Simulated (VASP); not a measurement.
# CuO (Cccm) in VASP: a series of runs

CuO is run at these levels: PBEsol; tasks: single point.

Program: VASP 6.6.1. These are calculated values, not measurements. Logs are shortened: lines on timing, memory, paths and dates and some standing lists are left out, and cuts for length are marked.

## Step 1: The cell of the first run

It takes space group Cccm (No. 66, orthorhombic). The conventional cell has a = 3.942 Å, b = 4.264 Å, c = 5.156 Å, α = 90.00°, β = 90.00°, γ = 90.00°. Cu (site symmetry 2/m) has 4 O at 1.94 Å within 2.6 Å. Within 2.6 Å of O (site symmetry 222) lie 4 Cu at 1.94 Å and 2 O at 2.58 Å.

## Step 2: Single point, PBEsol

Contents of INCAR:

```
SYSTEM = CuO
  ALGO = Normal
  EDIFF = 1E-7
  ENCUT = 520
  GGA = PS
  ISIF = 2
  ISMEAR = -1
  LASPH = .TRUE.
  LCHARG = .FALSE.
  LREAL = .FALSE.
  LWAVE = .FALSE.
  NBANDS = 25
  NELM = 100
  PREC = Accurate
  SIGMA = 0.05
```

Contents of KPOINTS:

```
k-points
0
G
  8 8 5
  0 0 0
```

Contents of POSCAR:

```
CuO
1.0
    1.9710583200     -2.1320145000      0.0000000000
    1.9710583200      2.1320145000      0.0000000000
    0.0000000000      0.0000000000      5.1559280000
Cu O
2 2
Direct
    0.5000000000      0.0000000000      0.0000000000
    0.0000000000      0.5000000000      0.5000000000
    0.5000000000      0.5000000000      0.2500000000
    0.5000000000      0.5000000000      0.7500000000
```

Potentials or basis: VASP PAW PBE potentials, release 64 (Cu, O).

Started as:

```console
> cat potpaw_PBE.64/Cu/POTCAR potpaw_PBE.64/O/POTCAR > POTCAR
> mpirun -np 1 vasp_std > vasp.out
```

OUTCAR:

```text
SYSTEM = CuO
   EDIFF = 1E-7
   ENCUT = 520
   GGA = PS
   ISIF = 2
   ISMEAR = -1
   LASPH = .TRUE.
   LREAL = .FALSE.
   NELM = 100
   PREC = Accurate

 ion  position               nearest neighbor table
   1  0.500  0.000  0.000-   3 1.94   4 1.94   3 1.94   4 1.94
   2  0.000  0.500  0.500-   3 1.94   4 1.94   3 1.94   4 1.94
   3  0.500  0.500  0.250-   1 1.94   2 1.94   1 1.94   2 1.94
   4  0.500  0.500  0.750-   1 1.94   2 1.94   1 1.94   2 1.94

  LATTYP: Found a base centered orthorhombic cell.
 ALAT       =     3.9421166400
 B/A-ratio  =     1.0816597755
 C/A-ratio  =     1.3079085351

  Lattice vectors:

 A1 = (   1.9710583200,  -2.1320145000,   0.0000000000)
 A2 = (   1.9710583200,   2.1320145000,   0.0000000000)
 A3 = (   0.0000000000,   0.0000000000,   5.1559280000)

Analysis of symmetry for initial positions (statically):
=====================================================================
 Subroutine PRICEL returns:
 Original cell was already a primitive cell.

 Routine SETGRP: Setting up the symmetry group for a
 base centered orthorhombic supercell.

 Subroutine GETGRP returns: Found  8 space group operations
 (whereof  4 operations were pure point group operations)
 out of a pool of  8 trial point group operations.

The static configuration has the point symmetry C_2h.
 The point group associated with its full space group is D_2h.

Analysis of symmetry for dynamics (positions and initial velocities):
=====================================================================
 Subroutine PRICEL returns:
 Original cell was already a primitive cell.

 Routine SETGRP: Setting up the symmetry group for a
 base centered orthorhombic supercell.

 Subroutine GETGRP returns: Found  8 space group operations
 (whereof  4 operations were pure point group operations)
 out of a pool of  8 trial point group operations.

The dynamic configuration has the point symmetry C_2h.
 The point group associated with its full space group is D_2h.

 Subroutine INISYM returns: Found  8 space group operations
 (whereof  4 operations are pure point group operations),
 and found     1 'primitive' translations

----------------------------------------------------------------------------------------

                                     Primitive cell

  volume of cell :      43.3338

  direct lattice vectors                    reciprocal lattice vectors
     1.971058320 -2.132014500  0.000000000     0.253670830 -0.234519981  0.000000000
     1.971058320  2.132014500  0.000000000     0.253670830  0.234519981  0.000000000
     0.000000000  0.000000000  5.155928000     0.000000000  0.000000000  0.193951506

  length of vectors
     2.903542100  2.903542100  5.155928000     0.345468539  0.345468539  0.193951506

  position of ions in fractional coordinates (direct lattice)
     0.500000000  1.000000000  0.000000000
     1.000000000  0.500000000  0.500000000
     0.500000000  0.500000000  0.250000000
     0.500000000  0.500000000  0.750000000

  ion indices of the primitive-cell ions
   primitive index   ion index
                 1           1
                 2           2
                 3           3
                 4           4

----------------------------------------------------------------------------------------

 KPOINTS: k-points

Automatic generation of k-mesh.
 Grid dimensions read from file:
 generate k-points for:    8    8    5

 Generating k-lattice:

  Cartesian coordinates                     Fractional coordinates (reciprocal lattice)
     0.031708854 -0.029314998  0.000000000     0.125000000 -0.000000000  0.000000000
     0.031708854  0.029314998  0.000000000    -0.000000000  0.125000000  0.000000000
     0.000000000  0.000000000  0.038790301     0.000000000  0.000000000  0.200000000

  Length of vectors
     0.043183567  0.043183567  0.038790301

  Shift w.r.t. Gamma in fractional coordinates (k-lattice)
     0.000000000  0.000000000  0.000000000

 Subroutine IBZKPT returns following result:
 ===========================================

 Found     63 irreducible k-points:

 Following reciprocal coordinates:
            Coordinates               Weight
  0.000000  0.000000  0.000000      1.000000
  0.125000  0.000000  0.000000      4.000000
  0.250000  0.000000  0.000000      4.000000
  0.375000  0.000000  0.000000      4.000000
  0.500000  0.000000  0.000000      2.000000
  0.125000  0.125000  0.000000      2.000000
[... 16 lines left out ...]
  0.125000  0.000000  0.200000      8.000000
  0.250000  0.000000  0.200000      8.000000
 [... further k-points ...]
   k-points           NKPTS =     63   k-points in BZ     NKDIM =     63   number of bands    NBANDS=     25
   number of dos      NEDOS =    301   number of ions     NIONS =      4
   total plane-waves  NPLWV =  23040
   dimension x,y,z NGX =    24 NGY =   24 NGZ =   40
   dimension x,y,z NGXF=    48 NGYF=   48 NGZF=   80
   ions per type =               2   2
   NGX,Y,Z   is equivalent  to a cutoff of  13.74, 13.74, 12.90 a.u.
   NGXF,Y,Z  is equivalent  to a cutoff of  27.48, 27.48, 25.79 a.u.
 SYSTEM =  CuO
   PREC   = accura    normal or accurate (medium, high low for compatibility)
   ISTART =      0    job   : 0-new  1-cont  2-samecut
   ICHARG =      2    charge: 1-file 2-atom 10-const
   ISPIN  =      1    spin polarized calculation?
   LNONCOLLINEAR =      F non collinear calculations
   LSORBIT =      F    spin-orbit coupling
   LASPH  =      T    aspherical Exc in radial PAW
   ENCUT  =  520.0 eV  38.22 Ry    6.18 a.u.   5.40  5.40  9.59*2*pi/ulx,y,z
   NELM   =    100;   NELMIN=  2; NELMDL= -5     # of ELM steps
   EDIFF  = 0.1E-06   stopping-criterion for ELM
   LREAL  =      F    real-space projection
   EDIFFG = 0.1E-05   stopping-criterion for IOM
   NSW    =      0    number of steps for IOM
   IBRION =     -1    ionic relax: 0-MD 1-quasi-New 2-CG
   NFREE  =      0    steps in history (QN), initial steepest desc. (CG)
   ISIF   =      2    stress and relaxation
   ISYM   =      2    0-nonsym 1-usesym 2-fastsym
   POTIM  = 0.5000    time-step for ionic-motion
   TEBEG  =    0.0;   TEEND  =   0.0 temperature during run
   PSTRESS=    0.0 pullay stress
   NELECT =      34.0000    total number of electrons
   NUPDOWN=      -1.0000    fix difference up-down
   EMIN   =  10.00;   EMAX   =-10.00  energy-range for DOS
   EFERMI =   0.00;   METHOD = LEGACY
   ISMEAR =    -1;   SIGMA  =   0.05  broadening in eV -4-tet -1-fermi 0-gaus
   EFERMI_NEDOS =   21; number of points for ismear=-14 and -15
   IALGO  =     38    algorithm
   IMIX   =      4    mixing-type and parameters
     AMIX     =   0.40;   BMIX     =  1.00
     AMIX_MAG =   1.60;   BMIX_MAG =  1.00
  volume/ion in A,a.u.               =      10.83        73.11
  Fermi-wavevector in a.u.,A,eV,Ry     =   1.509938  2.853368 31.020077  2.279911
  Thomas-Fermi vector in A             =   2.620194
   LORBIT       =      0    0 simple, 1 ext, 2 COOP (PROOUT), +10 PAW based schemes
   GGA     = PS    functional components
   LHFCALC =     F    Hartree Fock is set to
   AEXX    =    0.0000 exact exchange contribution
   IVDW    =     0    specifies the selected vdW correction
   LEPSILON=     F    determine dielectric tensor
   LRPA    =     F    only Hartree local field effects (RPA)
 non-spin polarized calculation
  energy-cutoff  :      520.00
  volume of cell :       43.33
 maximum number of plane-waves:      1185
 NGX is ok and might be reduce to    24
   NGX = 11   NGY = 11   NGZ = 19

 number of electron      33.9999981 magnetization

 Free energy of the ion-electron system (eV)
  ---------------------------------------------------
  ext. energy  EPLUGINS =         0.00000000
  ---------------------------------------------------
  free energy    TOTEN  =       -21.47519231 eV

  energy without entropy =      -21.45705733  energy(sigma->0) =      -21.46612482

 E-fermi :   4.9614     XC(G=0): -11.7238

 val. band max:        4.9577060101   @ k =  -0.2500   0.1250   0.0000
 cond. band min:       4.9923186035   @ k =   0.1250   0.1250   0.2000
 fundamental gap:      0.0346125934
 Fermi energy:         4.9614249567

 k-point     1 :       0.0000    0.0000    0.0000
  band No.  band energies     occupation
      1     -14.8897      2.00000
      2     -13.5425      2.00000
      3      -3.3581      2.00000
      4      -0.6203      2.00000
      5      -0.4591      2.00000
      6       1.1598      2.00000
[... 17 lines left out ...]
     24      19.6756      0.00000
     25      19.8635      0.00000

 k-point     2 :       0.1250    0.0000    0.0000
  band No.  band energies     occupation
      1     -14.8021      2.00000
      2     -13.5148      2.00000
      3      -3.2096      2.00000
      4      -0.6644      2.00000
      5      -0.4647      2.00000
      6       0.3745      2.00000
[... 17 lines left out ...]
     24      19.9183      0.00000
     25      19.9244      0.00000

 k-point     3 :       0.2500    0.0000    0.0000
  band No.  band energies     occupation
      1     -14.5806      2.00000
      2     -13.4464      2.00000
      3      -2.8286      2.00000
      4      -0.9035      2.00000
      5      -0.7867      2.00000
      6      -0.3896      2.00000
[... 17 lines left out ...]
     24      19.6042      0.00000
     25      20.1749      0.00000

 k-point     4 :       0.3750    0.0000    0.0000
  band No.  band energies     occupation
      1     -14.3427      2.00000
      2     -13.3765      2.00000
      3      -2.4112      2.00000
      4      -1.9119      2.00000
      5      -0.8179      2.00000
      6      -0.2916      2.00000
[... 17 lines left out ...]
     24      18.3889      0.00000
     25      19.8979      0.00000
[... 477 lines left out ...]
 k-point    22 :       0.0000    0.0000    0.2000
  band No.  band energies     occupation
      1     -14.7823      2.00000
      2     -13.6993      2.00000
      3      -2.9640      2.00000
      4      -0.5921      2.00000
      5      -0.4583      2.00000
      6       0.9494      2.00000
[... 17 lines left out ...]
     24      19.8063      0.00000
     25      19.8363      0.00000

 k-point    23 :       0.1250    0.0000    0.2000
  band No.  band energies     occupation
      1     -14.6987      2.00000
      2     -13.6629      2.00000
      3      -2.8415      2.00000
      4      -0.6696      2.00000
      5      -0.4796      2.00000
      6       0.4030      2.00000
[... 17 lines left out ...]
     24      19.4143      0.00000
     25      20.0930      0.00000

 k-point    24 :       0.2500    0.0000    0.2000
  band No.  band energies     occupation
      1     -14.4897      2.00000
      2     -13.5714      2.00000
      3      -2.5362      2.00000
      4      -0.9389      2.00000
      5      -0.7080      2.00000
      6      -0.4362      2.00000
[... 17 lines left out ...]
     24      19.4545      0.00000
     25      20.4267      0.00000

 [... further k-points ...]

------------------------ aborting loop because EDIFF is reached ----------------------------------------

  FORCE on cell =-STRESS in cart. coord.  units (eV):
  Direction    XX          YY          ZZ          XY          YZ          ZX
  --------------------------------------------------------------------------------------
  -------------------------------------------------------------------------------------
  Total       -0.3686030     -0.6855009     -1.1394358     -0.0000000      0.0000000      0.0000000
  in kB      -13.6283411    -25.3449925    -42.1283045     -0.0000000      0.0000000      0.0000000
  external PRESSURE =     -27.0338794 kB  Pullay stress =       0.0000000 kB

 VOLUME and BASIS-vectors are now :
 -----------------------------------------------------------------------------
  energy-cutoff  :      520.00
  volume of cell :       43.33
      direct lattice vectors                 reciprocal lattice vectors
     1.971058320 -2.132014500  0.000000000     0.253670830 -0.234519981  0.000000000
     1.971058320  2.132014500  0.000000000     0.253670830  0.234519981  0.000000000
     0.000000000  0.000000000  5.155928000     0.000000000  0.000000000  0.193951506

 POSITION                                       TOTAL-FORCE (eV/Angst)
 -----------------------------------------------------------------------------------
      0.98553     -1.06601      0.00000         0.000000      0.000000      0.000000
      0.98553      1.06601      2.57796        -0.000000     -0.000000      0.000000
      1.97106      0.00000      1.28898        -0.000000     -0.000000      0.000000
      1.97106      0.00000      3.86695        -0.000000     -0.000000      0.000000
 -----------------------------------------------------------------------------------
    total drift:                                0.000000     -0.000000     -0.000000

  FREE ENERGIE OF THE ION-ELECTRON SYSTEM (eV)
  ---------------------------------------------------
  free  energy   TOTEN  =       -21.4751923145 eV

  energy  without entropy=      -21.4570573331  energy(sigma->0) =      -21.46612482
```

Run time: 38 s. Hardware: 1 thread of AMD EPYC 9R45 (Zen 5), shared host; peak memory 0.16 GiB.

What came out:

```
Free energy            : -21.4752 eV
Pressure               : -2.7 GPa
Band gap on the k mesh : zero (band 17 reaches 5.57 eV, above the bottom of band 18 at 4.70 eV)
```

Stress tensor (GPa, compression positive):
```
-1.36  0.00  0.00
 0.00 -2.53  0.00
 0.00  0.00 -4.21
```

Caveat: the PAW data sets were made with another functional, which shifts forces and pressure a little; semilocal functionals often make such compounds metallic where correlation or magnetic order opens a gap, which also shifts bond lengths. With open d or f shells a metallic result of PBEsol can be an artefact of self-interaction; +U or a hybrid may open a gap.

## Step 3: Single point, PBEsol

This run uses another cell than the first one, of 11.05 Å³/atom, 1.020 times its volume.

Contents of INCAR:

```
PREC = Accurate
ENCUT = 520
EDIFF = 1E-7
ISMEAR = -1
SIGMA = 0.05
LREAL = F
LASPH = T
NELM = 60
ALGO = Normal
ISIF = 2
LWAVE = F
LCHARG = F
GGA = PS
NBANDS = 25
```

Contents of KPOINTS:

```
Automatic mesh
0
Gamma
  8 8 5
```

Changes to POSCAR since step 2:

```diff
@@ -2,4 +2,4 @@
 1.0
-    1.9710583200     -2.1320145000      0.0000000000
-    1.9710583200      2.1320145000      0.0000000000
+    1.9909680000     -2.1535500000      0.0000000000
+    1.9909680000      2.1535500000      0.0000000000
     0.0000000000      0.0000000000      5.1559280000
```

Potentials or basis: VASP PAW PBE potentials, release 64 (Cu, O).

Started as:

```console
> cat potpaw_PBE.64/Cu/POTCAR potpaw_PBE.64/O/POTCAR > POTCAR
> mpirun -np 1 vasp_std > vasp.out
```

Wall time 40 s (1 thread of AMD EPYC 9R45 (Zen 5), shared host); peak memory 0.16 GiB.

The run converged. Its results:

| Item | Value |
| --- | --- |
| Free energy | -21.4580 eV |
| Pressure | -5.4 GPa |
| Band gap on the k mesh | zero (band 17 reaches 5.32 eV, above the bottom of band 18 at 4.45 eV) |

Stress tensor (GPa, compression positive):
```
-3.98  0.00  0.00
 0.00 -5.47  0.00
 0.00  0.00 -6.68
```

Levels at points of the mesh, in eV from the Fermi level:
```csv
k point,band 15,band 16,band 17,band 18,band 19,band 20
"(0.00, 0.00, 0.00)",-2.26,-1.86,0.61,0.79,1.39,6.02
"(0.50, 0.00, 0.00)",-1.53,-1.47,0.25,0.49,3.64,5.90
"(0.50, 0.50, 0.00)",-1.60,-1.18,-1.12,1.16,2.13,7.21
```

Caveat: the PAW data sets were made with another functional, which shifts forces and pressure a little; semilocal functionals often make such compounds metallic where correlation or magnetic order opens a gap, which also shifts bond lengths. With open d or f shells a metallic result of PBEsol can be an artefact of self-interaction; +U or a hybrid may open a gap.

## Step 4: Single point, PBEsol

This run uses another cell than the first one, of 11.28 Å³/atom, 1.041 times its volume.

Contents of INCAR:

```
ALGO = Normal ; EDIFF = 1E-7
ENCUT = 520 ; GGA = PS
ISIF = 2 ; ISMEAR = -1
LASPH = True ; LCHARG = False
LREAL = False ; LWAVE = False
NBANDS = 25 ; NELM = 80
PREC = Accurate ; SIGMA = 0.05
```

Contents of KPOINTS:

```
k-points
0
Gamma
  8 8 5
```

Changes to POSCAR since step 3:

```diff
@@ -2,4 +2,4 @@
 1.0
-    1.9909680000     -2.1535500000      0.0000000000
-    1.9909680000      2.1535500000      0.0000000000
+    2.0108776800     -2.1750855000      0.0000000000
+    2.0108776800      2.1750855000      0.0000000000
     0.0000000000      0.0000000000      5.1559280000
```

Started as:

```console
> cat potpaw_PBE.64/Cu/POTCAR potpaw_PBE.64/O/POTCAR > POTCAR
> mpirun -np 1 vasp_std > vasp.out
```

Run time: 39 s. Hardware: 1 thread of AMD EPYC 9R45 (Zen 5), shared host; peak memory 0.16 GiB.

Results (log left out):

| Property | Result |
| --- | --- |
| Free energy | -21.4258 eV |
| Pressure | -7.8 GPa |
| Band gap on the k mesh | zero (band 17 reaches 5.08 eV, above the bottom of band 18 at 4.22 eV) |

Stress tensor (GPa, compression positive):
```
-6.39  0.00  0.00
 0.00 -8.17  0.00
 0.00  0.00 -8.85
```

Levels at points of the mesh, in eV from the Fermi level:
| k point | band 13 | band 14 | band 15 | band 16 | band 17 | band 18 | band 19 | band 20 | band 21 | band 22 |
| --- | --- | --- | --- | --- | --- | --- | --- | --- | --- | --- |
| (0.00, 0.00, 0.00) | -2.29 | -2.27 | -2.21 | -1.78 | 0.61 | 0.79 | 1.34 | 5.98 | 7.23 | 13.01 |
| (0.50, 0.00, 0.00) | -2.19 | -1.79 | -1.50 | -1.43 | 0.24 | 0.49 | 3.73 | 5.82 | 6.24 | 10.80 |
| (0.50, 0.50, 0.00) | -2.28 | -2.25 | -1.59 | -1.17 | -1.11 | 1.13 | 2.16 | 7.24 | 9.02 | 10.13 |

Caveat: the PAW data sets were made with another functional, which shifts forces and pressure a little; semilocal functionals often make such compounds metallic where correlation or magnetic order opens a gap, which also shifts bond lengths.

## Step 5: Summary

```tsv
cell	gap on the mesh (eV)	pressure (GPa)
a = 2.904, b = 2.904, c = 5.156 Å, angles 90.0, 90.0, 94.5°, 4 atoms	none	-2.7
a = 2.933, b = 2.933, c = 5.156 Å, angles 90.0, 90.0, 94.5°, 4 atoms	none	-5.4
a = 2.962, b = 2.962, c = 5.156 Å, angles 90.0, 90.0, 94.5°, 4 atoms	none	-7.8
```

Alike in all rows: task single point; level PBEsol; potentials or basis VASP PAW PBE potentials, release 64 (Cu, O); no spin polarisation; k mesh 8 × 8 × 5; cutoff (eV) 520; smearing fermi-dirac 0.05 eV.

Caveats: the PAW data sets were made with another functional, which shifts forces and pressure a little; semilocal functionals often make such compounds metallic where correlation or magnetic order opens a gap, which also shifts bond lengths.

Total energies depend on the potentials used, so only differences within one code and one set of settings carry meaning.
